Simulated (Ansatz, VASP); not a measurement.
One calculation of Te2Mo, two programs

```
Te Mo
1.0
     3.50388    0.00000    0.00000
    -1.75194    3.03445    0.00000
     0.00000    0.00000   24.76772
Te Mo
4 2
Direct
  0.33333 0.66667 0.18169
  0.33333 0.66667 0.32841
  0.33333 0.66667 0.46891
  0.33333 0.66667 0.61563
  0.66667 0.33333 0.25505
  0.00000 0.00000 0.54227
```

Alike in both runs: task single point; functional PBE; dispersion D3(BJ); k mesh 9 × 9 × 1; occupations gaussian, width 0.05 eV; no spin polarisation.

|  | VASP | Ansatz |
| --- | --- | --- |
| version | VASP 6.6.1 | Ansatz 0.2.0 |
| potentials or method | VASP PAW PBE potentials, release 64 (Te, Mo_sv), cutoff 520 eV | scalar-relativistic, plane waves, PAW |
| valence electrons in the cell | 52 | 92 |

```tsv
	VASP	Ansatz	Ansatz less VASP
gap on the k mesh at the Fermi level (eV)	1.02	1.02	+0.005
least direct gap on the mesh (eV)	1.19	1.19	0.000
rms of the force components (eV/Å)	0.129	0.135	+0.0051
```

VASP's potentials hold 52 valence electrons a cell and Ansatz's 92, so a difference there can come from the potentials and not from the codes.

Spin-orbit coupling is off throughout.
